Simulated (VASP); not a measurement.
Here is a VASP 6.6.1 calculation.

File INCAR:

```
SYSTEM = WC
ALGO = Normal
EDIFF = 1E-6
ENCUT = 520
GGA = PE
ISIF = 2
ISMEAR = 0
IVDW = 12
LASPH = .True.
LCHARG = .False.
LREAL = .False.
LWAVE = .False.
NBANDS = 16
NELM = 100
PREC = Accurate
SIGMA = 0.1
```

Contents of KPOINTS:

```
k-points
0
Gamma
  18 18 14
  0 0 0
```

Contents of POSCAR:

```
WC
1.0
    2.9023743084      0.0000000000      0.0000000000
   -1.4511871542      2.5135298824      0.0000000000
    0.0000000000      0.0000000000      2.8335319536
W C
1 1
Direct
    0.0000000000      0.0000000000      0.0000000000
    0.6666666667      0.3333333333      0.5000000000
```

Potentials or basis: VASP PAW PBE potentials, release 64 (W_sv, C).

The run is started by

```sh
$ cat potpaw_PBE.64/W_sv/POTCAR potpaw_PBE.64/C/POTCAR > POTCAR
$ mpirun -np 1 vasp_std > vasp.out
```

(1) Estimate the dispersion energy per atom.

(2) Estimate the band gap on the k mesh.

(3) What does it give for the pressure?

Results:

(1) -0.464 eV.

(2) zero (band 9 reaches 11.75 eV, above the bottom of band 10 at 10.55 eV).

(3) 0.9 GPa.

Caveat: spin-orbit coupling is left out, which moves the levels of the heavy elements; pairwise dispersion overbinds metals, which lowers pressure and volume.
